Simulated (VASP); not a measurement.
Runs of VASP 6.6.1 on Y. The structure is that of space group Pm-3m (No. 221), or close to it. The cells are those of the table. 

```csv
task,spin,cell,smearing,k mesh for the DOS,occupations for the DOS,gap on the mesh (eV),pressure (GPa)
single point,off,"a = 2.503 Å, 1 atom",fermi-dirac 0.08 eV,-,-,none,89.7
single point,off,"a = 3.267 Å, 1 atom",fermi-dirac 0.08 eV,-,-,none,0.0
single point,off,"a = 3.177 Å, 1 atom",fermi-dirac 0.08 eV,-,-,none,(b)
single point,off,"a = 3.082 Å, 1 atom",fermi-dirac 0.08 eV,-,-,none,5.8
single point,off,"a = 2.755 Å, 1 atom",fermi-dirac 0.08 eV,-,-,none,32.1
single point,"collinear, ferromagnetic start","a = 3.267 Å, 1 atom",tetrahedron,-,-,none,0.2
single point,off,"a = 2.981 Å, 1 atom",fermi-dirac 0.08 eV,-,-,none,(a)
```

Alike in all rows: level PBE; potentials or basis VASP PAW PBE potentials, release 64 (Y_sv); k mesh 12 × 12 × 12; cutoff (eV) 520.

Q: Estimate the missing entries.

A: (a) 11.0; (b) 2.3.

Caveats: tetrahedron occupations give inexact forces and stress in metals (some runs).

A k mesh can miss the band edges, and the runs leave out spin-orbit coupling on Y.

A gap of «none» marks levels without a gap at the run's occupations.
